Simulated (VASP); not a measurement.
# Rh in VASP: a series of runs

Runs on Rh. Level: PBE. Tasks: single point.

Program: VASP 6.6.1. These are calculated values, not measurements. Logs are shortened: lines on timing, memory, paths and dates and some standing lists are left out, and cuts for length are marked.

## 1. The cell of the first run

The typed cell holds 4 atoms: a = 2.726 Å, b = 2.726 Å, c = 7.565 Å, α = 90.00°, β = 90.00°, γ = 89.94°.

## 2. Single point, PBE

INCAR

```
PREC = Accurate
ENCUT = 520
EDIFF = 1E-6
ISMEAR = 0
SIGMA = 0.1
LREAL = False
LASPH = True
NELM = 60
ALGO = Normal
ISIF = 2
LWAVE = False
LCHARG = False
GGA = PE
NBANDS = 38
```

KPOINTS

```
Automatic mesh
0
Gamma
  6 6 4
```

POSCAR

```
Rh
1.0
    1.9284702086     -1.9265260257      0.0000000000
    1.9284702086      1.9265260257      0.0000000000
    0.0000000000      0.0000000000      7.5651292148
Rh
4
Direct
    0.7500104597      0.2499895403      0.1249690668
    0.7499895403      0.2500104597      0.6249690668
    0.2499895403      0.7500104597      0.8750309332
    0.2500104597      0.7499895403      0.3750309332
```

Potentials or basis: VASP PAW PBE potentials, release 64 (Rh_pv).

Command:

```console
> cat potpaw_PBE.64/Rh_pv/POTCAR > POTCAR
> mpirun -np 1 vasp_std > vasp.out
```

OUTCAR:

```text
PREC = Accurate
   ENCUT = 520
   EDIFF = 1E-6
   ISMEAR = 0
   LREAL = False
   LASPH = True
   NELM = 60
   ISIF = 2
   GGA = PE

 ion  position               nearest neighbor table
   1  0.750  0.250  0.125-   3 2.70   3 2.70   4 2.70   4 2.70   3 2.70   3 2.70   4 2.70   4 2.70

   2  0.750  0.250  0.625-   4 2.70   4 2.70   3 2.70   3 2.70   4 2.70   4 2.70   3 2.70   3 2.70

   3  0.250  0.750  0.875-   1 2.70   1 2.70   2 2.70   2 2.70   1 2.70   1 2.70   2 2.70   2 2.70

   4  0.250  0.750  0.375-   2 2.70   2 2.70   1 2.70   1 2.70   2 2.70   2 2.70   1 2.70   1 2.70

  LATTYP: Found a base centered orthorhombic cell.
 ALAT       =     3.8530520514
 B/A-ratio  =     1.0010091651
 C/A-ratio  =     1.9634121506

  Lattice vectors:

 A1 = (  -1.9284702086,  -1.9265260257,   0.0000000000)
 A2 = (   1.9284702086,  -1.9265260257,   0.0000000000)
 A3 = (   0.0000000000,   0.0000000000,   7.5651292148)

Analysis of symmetry for initial positions (statically):
=====================================================================
 Subroutine PRICEL returns:
 Original cell was already a primitive cell.

 Routine SETGRP: Setting up the symmetry group for a
 base centered orthorhombic supercell.

 Subroutine GETGRP returns: Found  8 space group operations
 (whereof  4 operations were pure point group operations)
 out of a pool of  8 trial point group operations.

The static configuration has the point symmetry C_2h.
 The point group associated with its full space group is D_2h.

Analysis of symmetry for dynamics (positions and initial velocities):
=====================================================================
 Subroutine PRICEL returns:
 Original cell was already a primitive cell.

 Routine SETGRP: Setting up the symmetry group for a
 base centered orthorhombic supercell.

 Subroutine GETGRP returns: Found  8 space group operations
 (whereof  4 operations were pure point group operations)
 out of a pool of  8 trial point group operations.

The dynamic configuration has the point symmetry C_2h.
 The point group associated with its full space group is D_2h.

 Subroutine INISYM returns: Found  8 space group operations
 (whereof  4 operations are pure point group operations),
 and found     1 'primitive' translations

----------------------------------------------------------------------------------------

                                     Primitive cell

  volume of cell :      56.2127

  direct lattice vectors                    reciprocal lattice vectors
     1.928470209 -1.926526026  0.000000000     0.259272867 -0.259534516  0.000000000
     1.928470209  1.926526026  0.000000000     0.259272867  0.259534516  0.000000000
     0.000000000  0.000000000  7.565129215     0.000000000  0.000000000  0.132185449

  length of vectors
     2.725894325  2.725894325  7.565129215     0.366852265  0.366852265  0.132185449

  position of ions in fractional coordinates (direct lattice)
     0.750010460  0.249989540  0.124969067
     0.749989540  0.250010460  0.624969067
     0.249989540  0.750010460  0.875030933
     0.250010460  0.749989540  0.375030933

  ion indices of the primitive-cell ions
   primitive index   ion index
                 1           1
                 2           2
                 3           3
                 4           4

----------------------------------------------------------------------------------------

 KPOINTS: Automatic mesh

Automatic generation of k-mesh.
 Grid dimensions read from file:
 generate k-points for:    6    6    4

 Generating k-lattice:

  Cartesian coordinates                     Fractional coordinates (reciprocal lattice)
     0.043212145 -0.043255753  0.000000000     0.166666667  0.000000000  0.000000000
     0.043212145  0.043255753  0.000000000     0.000000000  0.166666667  0.000000000
     0.000000000  0.000000000  0.033046362     0.000000000  0.000000000  0.250000000

  Length of vectors
     0.061142044  0.061142044  0.033046362

  Shift w.r.t. Gamma in fractional coordinates (k-lattice)
     0.000000000  0.000000000  0.000000000

 Subroutine IBZKPT returns following result:
 ===========================================

 Found     39 irreducible k-points:

 Following reciprocal coordinates:
            Coordinates               Weight
  0.000000  0.000000  0.000000      1.000000
  0.166667 -0.000000  0.000000      4.000000
  0.333333 -0.000000  0.000000      4.000000
  0.500000 -0.000000  0.000000      2.000000
  0.166667  0.166667  0.000000      2.000000
  0.333333  0.166667  0.000000      4.000000
[... 16 lines left out ...]
  0.333333  0.333333  0.250000      4.000000
  0.500000  0.333333  0.250000      8.000000
 [... further k-points ...]
   k-points           NKPTS =     39   k-points in BZ     NKDIM =     39   number of bands    NBANDS=     38
   number of dos      NEDOS =    301   number of ions     NIONS =      4
   total plane-waves  NPLWV =  22400
   dimension x,y,z NGX =    20 NGY =   20 NGZ =   56
   dimension x,y,z NGXF=    40 NGYF=   40 NGZF=  112
   ions per type =               4
   NGX,Y,Z   is equivalent  to a cutoff of  12.20, 12.20, 12.31 a.u.
   NGXF,Y,Z  is equivalent  to a cutoff of  24.40, 24.40, 24.61 a.u.
 SYSTEM =  unknown system
   PREC   = accura    normal or accurate (medium, high low for compatibility)
   ISTART =      0    job   : 0-new  1-cont  2-samecut
   ICHARG =      2    charge: 1-file 2-atom 10-const
   ISPIN  =      1    spin polarized calculation?
   LNONCOLLINEAR =      F non collinear calculations
   LSORBIT =      F    spin-orbit coupling
   LASPH  =      T    aspherical Exc in radial PAW
   ENCUT  =  520.0 eV  38.22 Ry    6.18 a.u.   5.07  5.07 14.07*2*pi/ulx,y,z
   NELM   =     60;   NELMIN=  2; NELMDL= -5     # of ELM steps
   EDIFF  = 0.1E-05   stopping-criterion for ELM
   LREAL  =      F    real-space projection
   EDIFFG = 0.1E-04   stopping-criterion for IOM
   NSW    =      0    number of steps for IOM
   IBRION =     -1    ionic relax: 0-MD 1-quasi-New 2-CG
   NFREE  =      0    steps in history (QN), initial steepest desc. (CG)
   ISIF   =      2    stress and relaxation
   ISYM   =      2    0-nonsym 1-usesym 2-fastsym
   POTIM  = 0.5000    time-step for ionic-motion
   TEBEG  =    0.0;   TEEND  =   0.0 temperature during run
   PSTRESS=    0.0 pullay stress
   NELECT =      60.0000    total number of electrons
   NUPDOWN=      -1.0000    fix difference up-down
   EMIN   =  10.00;   EMAX   =-10.00  energy-range for DOS
   EFERMI =   0.00;   METHOD = LEGACY
   ISMEAR =     0;   SIGMA  =   0.10  broadening in eV -4-tet -1-fermi 0-gaus
   EFERMI_NEDOS =   21; number of points for ismear=-14 and -15
   IALGO  =     38    algorithm
   IMIX   =      4    mixing-type and parameters
     AMIX     =   0.40;   BMIX     =  1.00
     AMIX_MAG =   1.60;   BMIX_MAG =  1.00
  volume/ion in A,a.u.               =      14.05        94.84
  Fermi-wavevector in a.u.,A,eV,Ry     =   1.673069  3.161642 38.084884  2.799160
  Thomas-Fermi vector in A             =   2.758105
   LORBIT       =      0    0 simple, 1 ext, 2 COOP (PROOUT), +10 PAW based schemes
   GGA     = PE    functional components
   LHFCALC =     F    Hartree Fock is set to
   AEXX    =    0.0000 exact exchange contribution
   IVDW    =     0    specifies the selected vdW correction
   LEPSILON=     F    determine dielectric tensor
   LRPA    =     F    only Hartree local field effects (RPA)
 non-spin polarized calculation
 Gauss-broadening in eV      SIGMA  =   0.10
  energy-cutoff  :      520.00
  volume of cell :       56.21
 maximum number of plane-waves:      1532
   NGX = 11   NGY = 11   NGZ = 29

 number of electron      60.0000057 magnetization

 Free energy of the ion-electron system (eV)
  ---------------------------------------------------
  ext. energy  EPLUGINS =         0.00000000
  ---------------------------------------------------
  free energy    TOTEN  =       -28.98166870 eV

  energy without entropy =      -28.95297585  energy(sigma->0) =      -28.96732227

 E-fermi :  11.4227     XC(G=0): -13.8925

 val. band max:       11.4022438246   @ k =   0.3333  -0.0000   0.0000
 cond. band min:      11.4510544513   @ k =   0.5000  -0.0000   0.5000
 fundamental gap:      0.0488106267
 Fermi energy:        11.4226946272

 k-point     1 :       0.0000    0.0000    0.0000
  band No.  band energies     occupation
      1     -35.5135      2.00000
      2     -35.2049      2.00000
      3     -35.2043      2.00000
      4     -35.1005      2.00000
      5     -35.0996      2.00000
      6     -34.9688      2.00000
[... 30 lines left out ...]
     37      23.8509      0.00000
     38      24.4680      0.00000

 k-point     2 :       0.1667   -0.0000    0.0000
  band No.  band energies     occupation
      1     -35.4634      2.00000
      2     -35.2841      2.00000
      3     -35.2838      2.00000
      4     -35.1679      2.00000
      5     -35.0754      2.00000
      6     -34.9646      2.00000
[... 30 lines left out ...]
     37      21.7905      0.00000
     38      23.8151      0.00000

 k-point     3 :       0.3333   -0.0000    0.0000
  band No.  band energies     occupation
      1     -35.4458      2.00000
      2     -35.4458      2.00000
      3     -35.3314      2.00000
      4     -35.2891      2.00000
      5     -35.1594      2.00000
      6     -35.0131      2.00000
[... 30 lines left out ...]
     37      21.4087      0.00000
     38      21.9611      0.00000

 k-point     4 :       0.5000   -0.0000    0.0000
  band No.  band energies     occupation
      1     -35.5267      2.00000
      2     -35.5267      2.00000
      3     -35.3081      2.00000
      4     -35.3081      2.00000
      5     -35.1630      2.00000
      6     -35.1630      2.00000
[... 30 lines left out ...]
     37      19.9226      0.00000
     38      19.9226      0.00000
[... 703 lines left out ...]
      4     -35.1829      2.00000
      5     -35.1022      2.00000
      6     -35.0781      2.00000
[... 30 lines left out ...]
     37      23.1745      0.00000
     38      23.3108      0.00000

 k-point    23 :       0.3333    0.3333    0.2500
  band No.  band energies     occupation
      1     -35.3666      2.00000
      2     -35.3546      2.00000
      3     -35.3285      2.00000
      4     -35.3284      2.00000
      5     -35.2665      2.00000
      6     -35.2489      2.00000
[... 30 lines left out ...]
     37      21.0419      0.00000
     38      21.6795      0.00000

 k-point    24 :       0.5000    0.3333    0.2500
  band No.  band energies     occupation
      1     -35.4096      2.00000
      2     -35.4096      2.00000
      3     -35.3764      2.00000
      4     -35.3762      2.00000
      5     -35.1802      2.00000
      6     -35.1801      2.00000
[... 30 lines left out ...]
     37      20.5366      0.00000
     38      20.5490      0.00000

 [... further k-points ...]

------------------------ aborting loop because EDIFF is reached ----------------------------------------

  FORCE on cell =-STRESS in cart. coord.  units (eV):
  Direction    XX          YY          ZZ          XY          YZ          ZX
  --------------------------------------------------------------------------------------
  -------------------------------------------------------------------------------------
  Total        0.0021529      0.0913614      0.0615999      0.0000000      0.0000000      0.0000000
  in kB        0.0613634      2.6039891      1.7557244      0.0000000      0.0000000      0.0000000
  external PRESSURE =       1.4736923 kB  Pullay stress =       0.0000000 kB

 VOLUME and BASIS-vectors are now :
 -----------------------------------------------------------------------------
  energy-cutoff  :      520.00
  volume of cell :       56.21
      direct lattice vectors                 reciprocal lattice vectors
     1.928470209 -1.926526026  0.000000000     0.259272867 -0.259534516  0.000000000
     1.928470209  1.926526026  0.000000000     0.259272867  0.259534516  0.000000000
     0.000000000  0.000000000  7.565129215     0.000000000  0.000000000  0.132185449

 POSITION                                       TOTAL-FORCE (eV/Angst)
 -----------------------------------------------------------------------------------
      1.92847     -0.96330      0.94541         0.000000      0.000261      0.003534
      1.92847     -0.96322      4.72797         0.000000     -0.000261      0.003534
      1.92847      0.96330      6.61972         0.000000     -0.000261     -0.003534
      1.92847      0.96322      2.83716         0.000000      0.000261     -0.003534
 -----------------------------------------------------------------------------------
    total drift:                                0.000000     -0.000000     -0.000000

  FREE ENERGIE OF THE ION-ELECTRON SYSTEM (eV)
  ---------------------------------------------------
  free  energy   TOTEN  =       -28.9816687017 eV

  energy  without entropy=      -28.9529758462  energy(sigma->0) =      -28.96732227
```

Run time: 27 s. Hardware: 1 thread of Intel Xeon 6975P-C (Granite Rapids), shared host; peak memory 0.19 GiB.

Results:

| Item | Value |
| --- | --- |
| Free energy | -28.9817 eV |
| Pressure | 0.1 GPa |
| Largest force | 0.004 eV/Å |
| Band gap on the k mesh | zero (bands 30 and 31 overlap by 1.78 eV) |

Forces in eV/Å, atoms in the order of the input:
```
Rh   0.000  0.000  0.004
Rh   0.000  0.000  0.004
Rh   0.000  0.000 -0.004
Rh   0.000  0.000 -0.004
```

Stress tensor (GPa, compression positive):
```
0.01 0.00 0.00
0.00 0.26 0.00
0.00 0.00 0.18
```

Levels at points of the mesh, in eV from the Fermi level:
```csv
k point,band 26,band 27,band 28,band 29,band 30,band 31,band 32,band 33,band 34,band 35
"(0.00, 0.00, 0.00)",-1.40,-1.40,-1.40,-0.99,-0.78,-0.25,-0.24,0.60,1.02,1.02
"(0.50, 0.00, 0.00)",-1.77,-1.04,-1.04,0.57,0.57,0.67,0.67,0.84,0.84,2.96
"(0.50, 0.50, 0.00)",0.58,0.96,0.96,0.96,0.96,1.08,1.09,3.18,3.21,9.56
"(0.00, 0.00, 0.50)",-1.30,-0.78,-0.78,0.15,0.15,0.16,0.16,0.34,0.34,1.03
"(0.50, 0.00, 0.50)",-1.69,-1.69,-1.69,0.03,0.03,0.03,0.03,2.50,2.50,2.50
"(0.50, 0.50, 0.50)",-0.13,-0.13,-0.13,0.96,0.96,0.96,0.96,5.96,5.96,5.98
```

Caveat: the k points lie up to 0.38 Å⁻¹ apart, too coarse for converged energies and pressures of a metal.

## 3. Single point, PBE

This run uses another cell than the first one: it holds 1 atom, not 4.

INCAR

```
ALGO = Fast
EDIFF = 1E-7
ENCUT = 520
GGA = PE
ISIF = 2
ISMEAR = 0
LASPH = True
LCHARG = False
LREAL = False
LWAVE = False
NBANDS = 14
NELM = 60
PREC = Accurate
SIGMA = 0.1
```

KPOINTS

```
k-points
0
Gamma
  28 28 28
```

POSCAR

```
Rh
1.0
   -1.3541009162      1.3541009162      1.9149151356
    1.3541009162     -1.3541009162      1.9149151356
    1.3541009162      1.3541009162     -1.9149151356
Rh
1
Direct
    0.0000000000      0.0000000000      0.0000000000
```

Potentials or basis: VASP PAW PBE potentials, release 64 (Rh_pv).

Command:

```console
> cat potpaw_PBE.64/Rh_pv/POTCAR > POTCAR
> mpirun -np 1 vasp_std > vasp.out
```

It took 1.8 min on 1 thread of Intel Xeon 6975P-C (Granite Rapids), shared host; peak memory 0.37 GiB.

Results (log left out):

* Free energy: -7.2619 eV
* Pressure: 0.1 GPa
* Band gap on the k mesh: zero (an odd number of electrons rules out a gap without spin polarisation)

Levels at points of the mesh, in eV from the Fermi level:
```csv
k point,band 3,band 4,band 5,band 6,band 7,band 8,band 9,band 10,band 11,band 12
"(0.00, 0.00, 0.00)",-46.34,-7.80,-2.98,-2.98,-2.98,-0.96,-0.96,16.01,20.59,21.35
"(0.50, 0.00, 0.00)",-46.44,-5.94,-3.05,-3.05,0.55,0.55,0.76,8.43,15.51,20.59
"(0.50, 0.50, 0.00)",-46.59,-6.12,-5.76,0.52,0.95,0.95,3.24,12.01,13.20,13.20
"(0.50, 0.50, 0.50)",-46.59,-6.12,-5.76,0.52,0.95,0.95,3.24,12.01,13.20,13.20
```

The gap in the log of VASP goes by the Fermi energy; the results here count the filled bands.